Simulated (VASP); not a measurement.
Input of a VASP 6.6.1 run:

File INCAR:

```
SYSTEM = Bi
ALGO = Normal
EDIFF = 1E-7
ENCUT = 520
GGA = RE
ISIF = 2
ISMEAR = -1
LASPH = .TRUE.
LCHARG = .FALSE.
LREAL = .FALSE.
LWAVE = .FALSE.
NBANDS = 14
NELM = 80
PREC = Accurate
SIGMA = 0.1
```

The input KPOINTS:

```
k-points
0
G
  12 12 12
  0 0 0
```

Contents of POSCAR:

```
Bi
1.0
   -2.0586106974      2.0586106974      2.0586106974
    2.0586106974     -2.0586106974      2.0586106974
    2.0586106974      2.0586106974     -2.0586106974
Bi
1
Direct
    0.0000000000      0.0000000000      0.0000000000
```

Potentials or basis: VASP PAW PBE potentials, release 64 (Bi_d).

Command:

```sh
$ cat potpaw_PBE.64/Bi_d/POTCAR > POTCAR
$ mpirun -np 1 vasp_std > vasp.out
```

Estimate the pressure.

-3.3 GPa.

Caveat: the PAW data sets were made with another functional, which shifts forces and pressure a little.
